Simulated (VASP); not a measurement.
## HRh4: relaxation of the atoms with PBEsol

HRh4, a slab with vacuum:

```xyz
5
Lattice="2.6729 0.0000 0.0000 0.0000 2.6729 0.0000 0.0000 0.0000 24.6700" Properties=species:S:1:pos:R:3 pbc="T T T"
Rh    1.3364    1.3364    8.5000
Rh    0.0000    0.0000   10.3900
Rh    1.3364    1.3364   12.2850
Rh    0.0000    0.0000   14.1012
H     1.3364    1.3364   14.0212
```

```yaml
Program: VASP 6.6.1
Task: relaxation of the atoms
Functional: PBEsol
Potentials_or_basis: VASP PAW PBE potentials, release 64 (Rh_pv, H)
Cutoff: 520 eV
k_mesh: 11 × 11 × 1
Occupations: gaussian, width 0.1 eV
Spin: no spin polarisation
Dipole_correction: yes
Atoms_held_fixed_from_0: "[0, 1]"
Further_INCAR_settings: ALGO = Fast; EDIFF = 1e-06; IBRION = 2; EDIFFG = -0.03; NSW = 90
```

```yaml
Energy_gained_by_relaxing: 88.3 meV/atom
Ionic_steps: 14
Band_gap_on_the_k_mesh: zero (an odd number of electrons rules out a gap without spin polarisation)
```

Step by step:
| step | energy change (eV) | largest force on free atoms (eV/Å) | pressure (GPa) |
| --- | --- | --- | --- |
| 1 | 0.0000 | 2.2935 | 1.13 |
| 2 | -0.1780 | 0.7670 | 0.26 |
| 3 | -0.1780 | 0.7654 | 0.24 |
| 4 | -0.2179 | 0.7112 | 0.28 |
| 5 | -0.3109 | 0.5614 | 0.35 |
| 6 | -0.3335 | 1.3630 | 0.51 |
| 7 | -0.3566 | 0.6553 | 0.41 |
| 8 | -0.3908 | 0.3446 | -0.09 |
| 9 | -0.3977 | 0.6473 | -0.39 |
| 10 | -0.4253 | 0.3920 | -1.07 |
| 11 | -0.4382 | 0.1263 | -1.85 |
| 12 | -0.4383 | 0.1266 | -1.89 |
| 13 | -0.4407 | 0.0560 | -1.91 |
| 14 | -0.4413 | 0.0059 | -1.93 |

Final structure:
```
Rh H
1.0
     2.67286    0.00000    0.00000
     0.00000    2.67286    0.00000
     0.00000    0.00000   24.66999
Rh H
4 1
Direct
  0.50000 0.50000 0.34455
  0.00000 0.00000 0.42116
  0.50000 0.50000 0.49686
  0.00000 0.00000 0.57407
  0.50000 0.50000 0.59556
```

Levels at points of the mesh, in eV from the Fermi level:
| k point | band 27 | band 28 | band 29 | band 30 | band 31 | band 32 | band 33 | band 34 | band 35 | band 36 |
| --- | --- | --- | --- | --- | --- | --- | --- | --- | --- | --- |
| (0.00, 0.00, 0.00) | -1.23 | -0.85 | -0.27 | -0.25 | -0.25 | 0.09 | 0.28 | 0.64 | 0.73 | 0.73 |

Wall time 20 min on 1 thread of Oxide Virtual Turin-like Processor (shared host), peak memory 0.3 GiB.

Caveat: the PAW data sets were made with another functional, which shifts forces and pressure a little.
